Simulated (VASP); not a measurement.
# Ti (Fd-3m) in VASP: further runs

The runs below take Ti through single point, relaxation of cell and atoms, with PBEsol.

Program: VASP 6.6.1. These are calculated values, not measurements. Logs are shortened: lines on timing, memory, paths and dates and some standing lists are left out, and cuts for length are marked.

## 1. The cell of the first run

Symmetry: Fd-3m, No. 227, cubic system. The conventional cell has a = 5.517 Å, b = 5.517 Å, c = 5.517 Å, α = 90.00°, β = 90.00°, γ = 90.00°. Ti (site symmetry -43m) has 4 Ti at 2.39 Å within 3.2 Å.

## 2. Single point, PBEsol

The input, INCAR:

```
SYSTEM = Ti
PREC = Accurate
ENCUT = 520
EDIFF = 1E-7
ISMEAR = 0
SIGMA = 0.1
LREAL = .False.
LASPH = .True.
NELM = 100
ALGO = Normal
ISIF = 2
LWAVE = .False.
LCHARG = .False.
GGA = PS
NBANDS = 19
```

The input, KPOINTS:

```
Automatic mesh
0
Gamma
  18 18 18
  0 0 0
```

The input, POSCAR:

```
Ti
1.0
    0.0000000000      2.7582552343      2.7582552343
    2.7582552343      0.0000000000      2.7582552343
    2.7582552343      2.7582552343      0.0000000000
Ti
2
Direct
    0.5000000000      0.5000000000      0.5000000000
    0.7500000000      0.7500000000      0.7500000000
```

Potentials or basis: VASP PAW PBE potentials, release 64 (Ti_sv).

Launch:

```bash
> cat potpaw_PBE.64/Ti_sv/POTCAR > POTCAR
> mpirun -np 1 vasp_std > vasp.out
```

OUTCAR:

```text
SYSTEM = Ti
   PREC = Accurate
   ENCUT = 520
   EDIFF = 1E-7
   ISMEAR = 0
   LREAL = .False.
   LASPH = .True.
   NELM = 100
   ISIF = 2
   GGA = PS

 ion  position               nearest neighbor table
   1  0.500  0.500  0.500-   2 2.39   2 2.39   2 2.39   2 2.39
   2  0.750  0.750  0.750-   1 2.39   1 2.39   1 2.39   1 2.39

  LATTYP: Found a face centered cubic cell.
 ALAT       =     5.5165104686

  Lattice vectors:

 A1 = (   0.0000000000,   2.7582552343,   2.7582552343)
 A2 = (   2.7582552343,   0.0000000000,   2.7582552343)
 A3 = (   2.7582552343,   2.7582552343,   0.0000000000)

Analysis of symmetry for initial positions (statically):
=====================================================================
 Subroutine PRICEL returns:
 Original cell was already a primitive cell.

 Routine SETGRP: Setting up the symmetry group for a
 face centered cubic supercell.

 Subroutine GETGRP returns: Found 48 space group operations
 (whereof 24 operations were pure point group operations)
 out of a pool of 48 trial point group operations.

The static configuration has the point symmetry T_d .
 The point group associated with its full space group is O_h .

Analysis of symmetry for dynamics (positions and initial velocities):
=====================================================================
 Subroutine PRICEL returns:
 Original cell was already a primitive cell.

 Routine SETGRP: Setting up the symmetry group for a
 face centered cubic supercell.

 Subroutine GETGRP returns: Found 48 space group operations
 (whereof 24 operations were pure point group operations)
 out of a pool of 48 trial point group operations.

The dynamic configuration has the point symmetry T_d .
 The point group associated with its full space group is O_h .

 Subroutine INISYM returns: Found 48 space group operations
 (whereof 24 operations are pure point group operations),
 and found     1 'primitive' translations

----------------------------------------------------------------------------------------

                                     Primitive cell

  volume of cell :      41.9695

  direct lattice vectors                    reciprocal lattice vectors
     0.000000000  2.758255234  2.758255234    -0.181274015  0.181274015  0.181274015
     2.758255234  0.000000000  2.758255234     0.181274015 -0.181274015  0.181274015
     2.758255234  2.758255234  0.000000000     0.181274015  0.181274015 -0.181274015

  length of vectors
     3.900761961  3.900761961  3.900761961     0.313975804  0.313975804  0.313975804

  position of ions in fractional coordinates (direct lattice)
     0.500000000  0.500000000  0.500000000
     0.750000000  0.750000000  0.750000000

  ion indices of the primitive-cell ions
   primitive index   ion index
                 1           1
                 2           2

----------------------------------------------------------------------------------------

 KPOINTS: Automatic mesh

Automatic generation of k-mesh.
 Grid dimensions read from file:
 generate k-points for:   18   18   18

 Generating k-lattice:

  Cartesian coordinates                     Fractional coordinates (reciprocal lattice)
    -0.010070779  0.010070779  0.010070779     0.055555556  0.000000000  0.000000000
     0.010070779 -0.010070779  0.010070779     0.000000000  0.055555556  0.000000000
     0.010070779  0.010070779 -0.010070779     0.000000000  0.000000000  0.055555556

  Length of vectors
     0.017443100  0.017443100  0.017443100

  Shift w.r.t. Gamma in fractional coordinates (k-lattice)
     0.000000000  0.000000000  0.000000000

 Subroutine IBZKPT returns following result:
 ===========================================

 Found    195 irreducible k-points:

 Following reciprocal coordinates:
            Coordinates               Weight
  0.000000  0.000000  0.000000      1.000000
  0.055556  0.000000  0.000000      8.000000
  0.111111  0.000000  0.000000      8.000000
  0.166667  0.000000  0.000000      8.000000
  0.222222  0.000000  0.000000      8.000000
  0.277778  0.000000  0.000000      8.000000
[... 16 lines left out ...]
 -0.277778  0.055556  0.000000     24.000000
 -0.222222  0.055556  0.000000     24.000000
 [... further k-points ...]
   k-points           NKPTS =    195   k-points in BZ     NKDIM =    195   number of bands    NBANDS=     19
   number of dos      NEDOS =    301   number of ions     NIONS =      2
   total plane-waves  NPLWV =  27000
   dimension x,y,z NGX =    30 NGY =   30 NGZ =   30
   dimension x,y,z NGXF=    60 NGYF=   60 NGZF=   60
   ions per type =               2
   NGX,Y,Z   is equivalent  to a cutoff of  12.79, 12.79, 12.79 a.u.
   NGXF,Y,Z  is equivalent  to a cutoff of  25.57, 25.57, 25.57 a.u.
 SYSTEM =  Ti
   PREC   = accura    normal or accurate (medium, high low for compatibility)
   ISTART =      0    job   : 0-new  1-cont  2-samecut
   ICHARG =      2    charge: 1-file 2-atom 10-const
   ISPIN  =      1    spin polarized calculation?
   LNONCOLLINEAR =      F non collinear calculations
   LSORBIT =      F    spin-orbit coupling
   LASPH  =      T    aspherical Exc in radial PAW
   ENCUT  =  520.0 eV  38.22 Ry    6.18 a.u.   7.25  7.25  7.25*2*pi/ulx,y,z
   NELM   =    100;   NELMIN=  2; NELMDL= -5     # of ELM steps
   EDIFF  = 0.1E-06   stopping-criterion for ELM
   LREAL  =      F    real-space projection
   EDIFFG = 0.1E-05   stopping-criterion for IOM
   NSW    =      0    number of steps for IOM
   IBRION =     -1    ionic relax: 0-MD 1-quasi-New 2-CG
   NFREE  =      0    steps in history (QN), initial steepest desc. (CG)
   ISIF   =      2    stress and relaxation
   ISYM   =      2    0-nonsym 1-usesym 2-fastsym
   POTIM  = 0.5000    time-step for ionic-motion
   TEBEG  =    0.0;   TEEND  =   0.0 temperature during run
   PSTRESS=    0.0 pullay stress
   NELECT =      24.0000    total number of electrons
   NUPDOWN=      -1.0000    fix difference up-down
   EMIN   =  10.00;   EMAX   =-10.00  energy-range for DOS
   EFERMI =   0.00;   METHOD = LEGACY
   ISMEAR =     0;   SIGMA  =   0.10  broadening in eV -4-tet -1-fermi 0-gaus
   EFERMI_NEDOS =   21; number of points for ismear=-14 and -15
   IALGO  =     38    algorithm
   IMIX   =      4    mixing-type and parameters
     AMIX     =   0.40;   BMIX     =  1.00
     AMIX_MAG =   1.60;   BMIX_MAG =  1.00
  volume/ion in A,a.u.               =      20.98       141.61
  Fermi-wavevector in a.u.,A,eV,Ry     =   1.358837  2.567830 25.122325  1.846439
  Thomas-Fermi vector in A             =   2.485637
   LORBIT       =      0    0 simple, 1 ext, 2 COOP (PROOUT), +10 PAW based schemes
   GGA     = PS    functional components
   LHFCALC =     F    Hartree Fock is set to
   AEXX    =    0.0000 exact exchange contribution
   IVDW    =     0    specifies the selected vdW correction
   LEPSILON=     F    determine dielectric tensor
   LRPA    =     F    only Hartree local field effects (RPA)
 non-spin polarized calculation
 Gauss-broadening in eV      SIGMA  =   0.10
  energy-cutoff  :      520.00
  volume of cell :       41.97
 maximum number of plane-waves:      1158
 NGX is ok and might be reduce to    30
   NGX = 15   NGY = 15   NGZ = 15

 number of electron      23.9999994 magnetization

 Free energy of the ion-electron system (eV)
  ---------------------------------------------------
  ext. energy  EPLUGINS =         0.00000000
  ---------------------------------------------------
  free energy    TOTEN  =       -11.92065846 eV

  energy without entropy =      -11.88546866  energy(sigma->0) =      -11.90306356

 E-fermi :   5.9589     XC(G=0): -10.4653

 val. band max:        5.9586460296   @ k =   0.5000   0.1667   0.0556
 cond. band min:       5.9590957595   @ k =   0.3333   0.1667   0.0000
 fundamental gap:      0.0004497299
 Fermi energy:         5.9589139533

 k-point     1 :       0.0000    0.0000    0.0000
  band No.  band energies     occupation
      1     -50.5159      2.00000
      2     -49.8438      2.00000
      3     -27.0881      2.00000
      4     -27.0881      2.00000
      5     -27.0881      2.00000
      6     -26.1781      2.00000
[... 11 lines left out ...]
     18      10.2346      0.00000
     19      10.2346      0.00000

 k-point     2 :       0.0556    0.0000    0.0000
  band No.  band energies     occupation
      1     -50.5122      2.00000
      2     -49.8477      2.00000
      3     -27.0920      2.00000
      4     -27.0920      2.00000
      5     -27.0884      2.00000
      6     -26.1782      2.00000
[... 11 lines left out ...]
     18      10.2313      0.00000
     19      10.2313      0.00000

 k-point     3 :       0.1111    0.0000    0.0000
  band No.  band energies     occupation
      1     -50.5012      2.00000
      2     -49.8593      2.00000
      3     -27.1031      2.00000
      4     -27.1031      2.00000
      5     -27.0897      2.00000
      6     -26.1785      2.00000
[... 11 lines left out ...]
     18      10.2200      0.00000
     19      10.2200      0.00000

 k-point     4 :       0.1667    0.0000    0.0000
  band No.  band energies     occupation
      1     -50.4836      2.00000
      2     -49.8779      2.00000
      3     -27.1196      2.00000
      4     -27.1196      2.00000
      5     -27.0918      2.00000
      6     -26.1788      2.00000
[... 11 lines left out ...]
     18      10.1971      0.00000
     19      10.1971      0.00000

 k-point     5 :       0.2222    0.0000    0.0000
  band No.  band energies     occupation
      1     -50.4604      2.00000
      2     -49.9022      2.00000
      3     -27.1391      2.00000
      4     -27.1391      2.00000
      5     -27.0947      2.00000
      6     -26.1786      2.00000
[... 11 lines left out ...]
     18      10.1573      0.00000
     19      10.1573      0.00000
[... 334 lines left out ...]
      2     -49.9990      2.00000
      3     -27.2203      2.00000
      4     -27.1937      2.00000
      5     -27.0809      2.00000
      6     -26.1965      2.00000
[... 11 lines left out ...]
     18       9.6941      0.00000
     19      10.0002      0.00000

 k-point    22 :      -0.3333    0.0556    0.0000
  band No.  band energies     occupation
      1     -50.3922      2.00000
      2     -49.9733      2.00000
      3     -27.2082      2.00000
      4     -27.1789      2.00000
      5     -27.0804      2.00000
      6     -26.1959      2.00000
[... 11 lines left out ...]
     18       9.7848      0.00000
     19      10.1215      0.00000

 k-point    23 :      -0.2778    0.0556    0.0000
  band No.  band energies     occupation
      1     -50.4207      2.00000
      2     -49.9438      2.00000
      3     -27.1908      2.00000
      4     -27.1606      2.00000
      5     -27.0799      2.00000
      6     -26.1948      2.00000
[... 11 lines left out ...]
     18       9.8907      0.00000
     19      10.2085      0.00000

 k-point    24 :      -0.2222    0.0556    0.0000
  band No.  band energies     occupation
      1     -50.4486      2.00000
      2     -49.9146      2.00000
      3     -27.1697      2.00000
      4     -27.1406      2.00000
      5     -27.0799      2.00000
      6     -26.1929      2.00000
[... 11 lines left out ...]
     18       9.9857      0.00000
     19      10.2604      0.00000

 [... further k-points ...]
[... 5 lines left out ...]
  --------------------------------------------------------------------------------------
  -------------------------------------------------------------------------------------
  Total        0.0675528      0.0675528      0.0675528     -0.0000000      0.0000000     -0.0000000
  in kB        2.5788159      2.5788159      2.5788159     -0.0000000      0.0000000     -0.0000000
  external PRESSURE =       2.5788159 kB  Pullay stress =       0.0000000 kB

 VOLUME and BASIS-vectors are now :
 -----------------------------------------------------------------------------
  energy-cutoff  :      520.00
  volume of cell :       41.97
      direct lattice vectors                 reciprocal lattice vectors
     0.000000000  2.758255234  2.758255234    -0.181274015  0.181274015  0.181274015
     2.758255234  0.000000000  2.758255234     0.181274015 -0.181274015  0.181274015
     2.758255234  2.758255234  0.000000000     0.181274015  0.181274015 -0.181274015

 POSITION                                       TOTAL-FORCE (eV/Angst)
 -----------------------------------------------------------------------------------
      2.75826      2.75826      2.75826        -0.000000     -0.000000     -0.000000
      4.13738      4.13738      4.13738         0.000000      0.000000      0.000000
 -----------------------------------------------------------------------------------
    total drift:                                0.000000     -0.000000     -0.000000

  FREE ENERGIE OF THE ION-ELECTRON SYSTEM (eV)
  ---------------------------------------------------
  free  energy   TOTEN  =       -11.9206584647 eV

  energy  without entropy=      -11.8854686552  energy(sigma->0) =      -11.90306356
```

It took 3.1 min on 1 thread of Intel Xeon Platinum 8259CL at 2.50GHz (Skylake/Cascade Lake), shared host; peak memory 0.26 GiB.

What came out:

```
Free energy            : -11.9207 eV
Pressure               : 0.3 GPa
Band gap on the k mesh : zero (band 12 reaches 6.07 eV, above the bottom of band 13 at 5.81 eV)
```

Levels at points of the mesh, in eV from the Fermi level:
| k point | band 8 | band 9 | band 10 | band 11 | band 12 | band 13 | band 14 | band 15 | band 16 | band 17 |
| --- | --- | --- | --- | --- | --- | --- | --- | --- | --- | --- |
| (0.00, 0.00, 0.00) | -32.14 | -4.96 | -0.74 | -0.74 | -0.15 | -0.15 | -0.15 | 1.85 | 1.85 | 1.85 |
| (0.50, 0.00, 0.00) | -32.02 | -1.77 | -1.51 | -0.72 | -0.72 | -0.15 | -0.15 | 0.59 | 2.74 | 2.74 |
| (0.50, 0.50, 0.00) | -31.90 | -2.00 | -2.00 | -0.04 | -0.04 | 0.42 | 0.42 | 1.63 | 1.63 | 4.02 |

Caveat: the PAW data sets were made with another functional, which shifts forces and pressure a little.

## 3. Relaxation of cell and atoms, PBEsol

This run uses another cell than the first one, of 19.44 Å³/atom, 0.927 times its volume.

The input, INCAR:

```
SYSTEM = Ti
  PREC = Accurate
  ENCUT = 600
  EDIFF = 1E-6
  ISMEAR = 0
  SIGMA = 0.1
  LREAL = .False.
  LASPH = .True.
  NELM = 100
  ALGO = Normal
  ISIF = 3
  LWAVE = .False.
  LCHARG = .False.
  GGA = PS
  IBRION = 2
  NSW = 100
  EDIFFG = -0.01
```

KPOINTS is that of step 2.

The input, POSCAR:

```
Ti
1.0
    0.0000000000      2.6890383116      2.6890383116
    2.6890383116      0.0000000000      2.6890383116
    2.6890383116      2.6890383116      0.0000000000
Ti
2
Direct
    0.5000000000      0.5000000000      0.5000000000
    0.7500000000      0.7500000000      0.7500000000
```

Potentials or basis: VASP PAW PBE potentials, release 64 (Ti_sv).

Launch:

```bash
> cat potpaw_PBE.64/Ti_sv/POTCAR > POTCAR
> mpirun -np 1 vasp_std > vasp.out
```

OUTCAR:

```text
SYSTEM = Ti
   PREC = Accurate
   ENCUT = 600
   EDIFF = 1E-6
   ISMEAR = 0
   LREAL = .False.
   LASPH = .True.
   NELM = 100
   ISIF = 3
   GGA = PS
   IBRION = 2
   NSW = 100
   EDIFFG = -0.01

 ion  position               nearest neighbor table
   1  0.500  0.500  0.500-   2 2.33   2 2.33   2 2.33   2 2.33
   2  0.750  0.750  0.750-   1 2.33   1 2.33   1 2.33   1 2.33

  LATTYP: Found a face centered cubic cell.
 ALAT       =     5.3780766232

  Lattice vectors:

 A1 = (   0.0000000000,   2.6890383116,   2.6890383116)
 A2 = (   2.6890383116,   0.0000000000,   2.6890383116)
 A3 = (   2.6890383116,   2.6890383116,   0.0000000000)

[... 284 lines left out ...]

 number of electron      23.9999997 magnetization

 Free energy of the ion-electron system (eV)
  ---------------------------------------------------
  ext. energy  EPLUGINS =         0.00000000
  ---------------------------------------------------
  free energy    TOTEN  =       -11.91943500 eV

  energy without entropy =      -11.88404262  energy(sigma->0) =      -11.90173881

 E-fermi :   5.8960     XC(G=0): -10.4347

 val. band max:        5.8957957396   @ k =  -0.3889   0.3889   0.0000
 cond. band min:       5.8977006318   @ k =   0.5000   0.1667   0.0556
 fundamental gap:      0.0019048922
 Fermi energy:         5.8960034906

 k-point     1 :       0.0000    0.0000    0.0000
  band No.  band energies     occupation
      1     -50.5794      2.00000
      2     -49.9222      2.00000
      3     -27.1498      2.00000
      4     -27.1498      2.00000
      5     -27.1498      2.00000
      6     -26.2548      2.00000
[... 433 lines left out ...]
      3     -27.2298      2.00000
      4     -27.2013      2.00000
      5     -27.1415      2.00000
      6     -26.2698      2.00000
[... 8 lines left out ...]
     15       6.6841      0.00000
     16       7.6906      0.00000

 [... further k-points ...]
[... 5 lines left out ...]
  --------------------------------------------------------------------------------------
  -------------------------------------------------------------------------------------
  Total       -0.0003367     -0.0003367     -0.0003367     -0.0000000     -0.0000000      0.0000000
  in kB       -0.0127648     -0.0127648     -0.0127648     -0.0000000     -0.0000000      0.0000000
  external PRESSURE =      -0.0127648 kB  Pullay stress =       0.0000000 kB
[... 17 lines left out ...]
  FREE ENERGIE OF THE ION-ELECTRON SYSTEM (eV)
  ---------------------------------------------------
  free  energy   TOTEN  =       -11.9194350020 eV

  energy  without entropy=      -11.8840426234  energy(sigma->0) =      -11.90173881

 reached required accuracy - stopping structural energy minimisation
```

Wall time 8.4 min (1 thread of Intel Xeon Platinum 8259CL at 2.50GHz (Skylake/Cascade Lake), shared host); peak memory 0.27 GiB.

Results:

```yaml
Free_energy: -11.9194 eV
Relaxed_volume: 21.13 Å³/atom
Relaxed_cell: a = 3.910 Å, b = 3.910 Å, c = 3.910 Å, α = 60.00°, β = 60.00°, γ = 60.00°
Space_group_after_relaxing_to_0.05_Å: Fd-3m (No. 227)
Energy_gained_by_relaxing: 16.0 meV/atom
Ionic_steps: 4
Pressure_after_relaxing: 0.0 GPa
Band_gap_on_the_k_mesh: zero (band 12 reaches 6.00 eV, above the bottom of band 13 at 5.75 eV)
```

Step by step:
| step | energy change (eV) | largest force (eV/Å) | pressure (GPa) | volume (Å³) |
| --- | --- | --- | --- | --- |
| 1 | 0.0000 | 0.0000 | 3.21 | 38.89 |
| 2 | -0.0286 | 0.0000 | 1.05 | 41.12 |
| 3 | -0.0301 | 0.0000 | -0.71 | 43.08 |
| 4 | -0.0321 | 0.0000 | 0.00 | 42.26 |

Final structure:
```yaml
crystal:
  lattice:
    - [0.00000, 2.76466, 2.76466]
    - [2.76466, 0.00000, 2.76466]
    - [2.76466, 2.76466, 0.00000]
  atoms:
    - { symbol: Ti, position: [0.50000, 0.50000, 0.50000] }
    - { symbol: Ti, position: [0.75000, 0.75000, 0.75000] }
```

Levels at points of the mesh, in eV from the Fermi level:
```csv
k point,band 10,band 11,band 12,band 13,band 14,band 15
"(0.00, 0.00, 0.00)",-0.73,-0.73,-0.15,-0.15,-0.15,1.83
"(0.50, 0.00, 0.00)",-1.49,-0.71,-0.71,-0.15,-0.15,0.58
"(0.50, 0.50, 0.00)",-1.98,-0.04,-0.04,0.39,0.39,1.62
```

Caveat: the PAW data sets were made with another functional, which shifts forces and pressure a little.
